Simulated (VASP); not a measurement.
The system is BeZn2Te3.

```
Be Zn Te
1.0
     4.80682    0.00000    0.00000
     0.00000    4.80682    0.00000
     0.00000    0.00000    7.15667
Be Zn Te
1 2 3
Direct
  0.50000 0.50000 0.50000
  0.00000 0.50000 0.00000
  0.50000 0.00000 0.00000
  0.50000 0.50000 0.00000
  0.00000 0.00000 0.50000
  0.00000 0.00000 0.00000
```

The cell was generated, and may not be a known phase.

* Program: VASP 6.6.1
* Task: relaxation of cell and atoms
* Functional: PBE
* Potentials or basis: VASP PAW PBE potentials, release 64 (Be, Zn, Te)
* Cutoff: 600 eV
* k mesh: 4 × 4 × 4
* Occupations: gaussian, width 0.1 eV
* Spin: no spin polarisation

At the start: pressure 15.2 GPa; volume 27.56 Å³/atom.

Task: Where does the relaxation end?

Result: Over 11 steps the energy falls by 621.8 meV/atom and the volume is 29.76 Å³/atom (+8.0 %); space group P4/mmm (No. 123, to 0.1 Å) before and after.

The path:
| step | energy change (eV) | largest force (eV/Å) | pressure (GPa) | volume (Å³) |
| --- | --- | --- | --- | --- |
| 1 | 0.0000 | 0.0000 | 15.20 | 165.36 |
| 2 | -2.4548 | 0.0000 | -4.60 | 232.71 |
| 3 | -2.6968 | 0.0000 | -1.90 | 207.84 |
| 4 | -2.7097 | 0.0000 | -2.61 | 212.54 |
| 5 | -3.2758 | 0.0000 | -2.67 | 200.90 |
| 6 | -2.2326 | 0.0000 | 6.68 | 163.68 |
| 7 | -3.5997 | 0.0000 | -2.10 | 192.09 |
| 8 | -3.6742 | 0.0000 | -0.34 | 181.43 |
| 9 | -3.7029 | 0.0000 | -1.20 | 185.73 |
| 10 | -3.7045 | 0.0000 | -1.08 | 185.05 |
| 11 | -3.7310 | 0.0000 | 0.10 | 178.55 |

Final structure:
```
Be Zn Te
1.0
     5.50217    0.00000    0.00000
     0.00000    5.50217    0.00000
     0.00000    0.00000    5.89796
Be Zn Te
1 2 3
Direct
  0.50000 0.50000 0.50000
  0.00000 0.50000 0.00000
  0.50000 0.00000 0.00000
  0.50000 0.50000 0.00000
  0.00000 0.00000 0.50000
  0.00000 0.00000 0.00000
```

Caveat: a cell axis changed by over 15 % at a fixed basis, so the end point is rough.
